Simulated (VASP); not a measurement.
Set up this calculation in VASP 6.6.1, as the native input.

```yaml
Task: electric field gradients
Functional: PBE
Potentials_or_basis: VASP PAW PBE potentials, release 64 (Hf_pv, B)
Cutoff: 520 eV
k_mesh: 14 × 14 × 12
Occupations: gaussian, width 0.05 eV
Spin: no spin polarisation
Dipole_correction: no
Further_INCAR_settings: ALGO = Normal; EDIFF = 1e-08; NBANDS = 15
```

The structure of HfB2 lies in POSCAR:

```
HfB2
1.0
    3.1453127744      0.0000000000      0.0000000000
   -1.5726563872      2.7239207655      0.0000000000
    0.0000000000      0.0000000000      3.4867733264
Hf B
1 2
Direct
    0.0000000000      0.0000000000      0.0000000000
    0.3333333333      0.6666666667      0.5000000000
    0.6666666667      0.3333333333      0.5000000000
```

These files were run (other wordings do the same):

INCAR

```
SYSTEM = HfB2
PREC = Accurate
ENCUT = 520
EDIFF = 1E-8
ISMEAR = 0
SIGMA = 0.05
LREAL = .False.
LASPH = .True.
NELM = 100
ALGO = Normal
ISIF = 2
LWAVE = .False.
LCHARG = .False.
GGA = PE
LEFG = .True.
NBANDS = 15
```

KPOINTS

```
Automatic mesh
0
Gamma
  14 14 12
  0 0 0
```

Potentials or basis: VASP PAW PBE potentials, release 64 (Hf_pv, B).

Run with:

```sh
$ cat potpaw_PBE.64/Hf_pv/POTCAR potpaw_PBE.64/B/POTCAR > POTCAR
$ mpirun -np 1 vasp_std > vasp.out
```

Results of the run:

```yaml
Pressure: -0.4 GPa
Band_gap_on_the_k_mesh: zero (band 8 reaches 8.42 eV, above the bottom of band 9 at 7.42 eV)
```

Caveat: without QUAD_EFG the Cq values of the log hold for a quadrupole moment of 1 mb, not for the nuclei; spin-orbit coupling is left out, which moves the levels of the heavy elements.

It took 42 s on 1 thread of Intel(R) Xeon(R) Platinum 8375C CPU @ 2.90GHz (Ice Lake), on a shared host, peak memory 0.2 GiB.
